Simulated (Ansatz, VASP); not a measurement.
**GaN: VASP beside Ansatz**

File POSCAR:

```
GaN
1.0
    0.0000000000      2.1085152350      2.1085152350
    2.0617061967      0.0000000000      2.1085152350
    2.0617061967      2.1085152350      0.0000000000
Ga N
1 1
Direct
    0.0000000000      0.0000000000      0.0000000000
    0.5000000000      0.5000000000      0.5000000000
```

Contents of INCAR.step1:

```
SYSTEM = GaN
PREC     = Accurate       ! precision mode
ENCUT    = 1460           ! plane-wave cutoff, eV
ISMEAR   = 0              ! smearing method
SIGMA    = 0.01           ! smearing width, eV
LREAL    = .FALSE.        ! projectors in reciprocal space
LASPH    = .TRUE.         ! aspherical terms in the spheres
NELM     = 120            ! most SCF steps
NBANDS   = 16             ! bands
GGA      = PE             ! functional
ALGO     = Normal         ! electronic algorithm
EDIFF    = 1E-5           ! SCF threshold, eV
LWAVE    = .TRUE.         ! write WAVECAR
LCHARG   = .FALSE.        ! write CHGCAR
GGA_COMPAT= .FALSE.
```

File INCAR.step2:

```
SYSTEM = GaN
PREC     = Accurate       ! precision mode
ENCUT    = 1460           ! plane-wave cutoff, eV
EDIFF    = 1E-6           ! SCF threshold, eV
ISMEAR   = 0              ! smearing method
SIGMA    = 0.01           ! smearing width, eV
LREAL    = .FALSE.        ! projectors in reciprocal space
LASPH    = .TRUE.         ! aspherical terms in the spheres
NELM     = 120            ! most SCF steps
ALGO     = Normal         ! electronic algorithm
ISIF     = 2              ! what is computed and relaxed
LWAVE    = .FALSE.        ! write WAVECAR
LCHARG   = .FALSE.        ! write CHGCAR
METAGGA  = R2SCAN         ! meta-GGA
LMIXTAU  = .TRUE.       
NBANDS   = 16             ! bands
ISTART   = 1            
GGA_COMPAT= .FALSE.
```

KPOINTS

```
Automatic mesh
0
G
  10 10 10
  0 0 0
```

Input for Ansatz:

```yaml
crystal:
  lattice:
    - [0.0, 2.108515235, 2.108515235]
    - [2.0617061967, 0.0, 2.108515235]
    - [2.0617061967, 2.108515235, 0.0]
  atoms:
    - { symbol: Ga, position: [0.0, 0.0, 0.0] }
    - { symbol: "N", position: [0.5, 0.5, 0.5] }
kpoints:
  mp_grid: { grid: [10, 10, 10] }
  band_path:
    path:
      - [0.0, 0.0, 0.0]
      - [0.5, 0.0, 0.5]
      - [0.625, 0.25, 0.625]
      - [0.375, 0.375, 0.75]
      - [0.5, 0.5, 0.5]
      - [0.5, 0.25, 0.75]
      - [0.1875, 0.1875, 0.375]
    npoints: 1
hamiltonian:
  xc: r2scan
scf:
  occupations: { method: fixed }
  n_extra_bands: 4
output:
  forces: true
  stress: true
  eigenvalues: true
```

Change from the starting cell: uniaxial_x strain -2.2%.

Alike in both runs: task single point; functional r2SCAN; k mesh 10 × 10 × 10; no spin polarisation.

|  | VASP | Ansatz |
| --- | --- | --- |
| version | VASP 6.6.1 | Ansatz 0.2.0 |
| potentials or method | VASP PAW PBE potentials, release 64 (Ga_d, N_h) | plane waves, PAW |
| plane-wave cutoff (eV) | 1460 | 500 |
| occupations | gaussian, width 0.01 eV | fixed |
| valence electrons in the cell | 18 | 18 |

```tsv
	VASP	Ansatz	Ansatz less VASP
gap on the k mesh at the Fermi level (eV)	1.16	1.19	+0.022
pressure (GPa)	7.1	6.0	-1.17
traceless stress, the component that is largest in VASP (GPa)	3.57	3.36	-0.210
```

VASP's potentials were made for PBE, not for r2SCAN.
